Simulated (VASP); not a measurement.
The system is Lu.

```
Lu
1.0
     3.50310    0.00000    0.00000
    -1.75155    3.03377    0.00000
     0.00000    0.00000    5.55090
Lu
2
Direct
  0.33333 0.66667 0.25000
  0.66667 0.33333 0.75000
```

* Program: VASP 6.6.1
* Task: relaxation of cell and atoms
* Functional: PBEsol
* Potentials or basis: VASP PAW PBE potentials, release 64 (Lu)
* Cutoff: 600 eV
* k mesh: 10 × 10 × 6
* Occupations: fermi-dirac, width 0.05 eV
* Spin: no spin polarisation

At the start: pressure -3.0 GPa; volume 29.50 Å³/atom.

Task: Where does the relaxation end?

Result: Over 11 steps the energy falls by 21.3 meV/atom and the volume is 27.55 Å³/atom (-6.6 %); space group P6_3/mmc (No. 194, to 0.1 Å) before and after.

The path:
```tsv
step	energy change (eV)	largest force (eV/Å)	pressure (GPa)	volume (Å³)
1	0.0000	0.0000	-3.00	58.99
2	-0.0403	0.0000	0.72	54.39
3	-0.0415	0.0000	0.09	55.02
4	-0.0426	0.0000	0.14	55.07
5	-0.0426	0.0000	0.04	55.10
6	-0.0427	0.0000	-0.05	55.09
7	-0.0427	0.0000	-0.07	55.09
8	-0.0427	0.0000	0.04	55.09
9	-0.0427	0.0000	-0.04	55.15
10	-0.0427	0.0000	-0.01	55.11
11	-0.0427	0.0000	0.00	55.11
```

Final structure:
```
Lu
1.0
     3.44960    0.00000    0.00000
    -1.72480    2.98744    0.00000
     0.00000    0.00000    5.34724
Lu
2
Cartesian
  0.0000 1.9916 1.3368
  1.7248 0.9958 4.0104
```

Caveat: the PAW data sets were made with another functional, which shifts forces and pressure a little.
